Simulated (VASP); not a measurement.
Input of a VASP 6.6.1 run:

INCAR

```
PREC = Accurate
ENCUT = 520
EDIFF = 1E-8
ISMEAR = -1
SIGMA = 0.08
LREAL = F
LASPH = T
NELM = 100
ALGO = Normal
ISIF = 2
LWAVE = F
LCHARG = F
GGA = PS
LEFG = T
NBANDS = 9
```

The input KPOINTS:

```
regular mesh
0
Gamma
  12 12 7
```

The input POSCAR:

```
Mg
1.0
    3.2092715325      0.0481390730      0.0481390730
   -1.5629461061      2.7552411383      0.0176201236
    0.0781549500      0.0781549500      5.2103300000
Mg
2
Direct
    0.3333333333      0.6666666667      0.2500000000
    0.6666666667      0.3333333333      0.7500000000
```

Potentials or basis: VASP PAW PBE potentials, release 64 (Mg).

The run is started by

```bash
$ cat potpaw_PBE.64/Mg/POTCAR > POTCAR
$ mpirun -np 1 vasp_std > vasp.out
```

Q: Predict the pressure.

A: -1.1 GPa.

Q: What does it give for the largest force?

A: 0.016 eV/Å.

Q: Predict the band gap on the k mesh.

A: Zero (bands 2 and 3 overlap by 2.22 eV).

Stress tensor (GPa, compression positive):
```
-0.95 -0.55 -0.61
-0.55 -0.86 -0.56
-0.61 -0.56 -1.46
```

Caveat: the cell differs from its parent crystal (equal xy, yz and zx shear strains of +3 %); without QUAD_EFG the Cq values of the log hold for a quadrupole moment of 1 mb, not for the nuclei; the PAW data sets were made with another functional, which shifts forces and pressure a little.
